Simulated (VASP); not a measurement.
Here is a VASP 6.6.1 calculation.

INCAR

```
PREC = Accurate
ENCUT = 520
EDIFF = 1E-6
ISMEAR = 0
SIGMA = 0.05
LREAL = F
LASPH = T
NELM = 60
ALGO = Normal
ISIF = 2
LWAVE = F
LCHARG = F
GGA = PE
IVDW = 13
NBANDS = 16
```

The input KPOINTS:

```
Automatic mesh
0
Gamma
  6 6 6
```

File POSCAR:

```
InSb
1.0
    0.0000000000      3.2270747665      3.2270747665
    3.2270747665      0.0000000000      3.2270747665
    3.2270747665      3.2270747665      0.0000000000
In Sb
1 1
Direct
    0.0000000000      0.0000000000      0.0000000000
    0.7500000000      0.7500000000      0.7500000000
```

Potentials or basis: VASP PAW PBE potentials, release 64 (In_d, Sb).

Command:

```sh
$ cat potpaw_PBE.64/In_d/POTCAR potpaw_PBE.64/Sb/POTCAR > POTCAR
$ mpirun -np 1 vasp_std > vasp.out
```

Problem. Estimate the band gap on the k mesh.

Solution. Zero (filled and empty bands touch).

Problem. Estimate the pressure.

Solution. 1.9 GPa.

Caveat: spin-orbit coupling is left out, which moves the levels of the heavy elements; pairwise dispersion overbinds metals, which lowers pressure and volume.
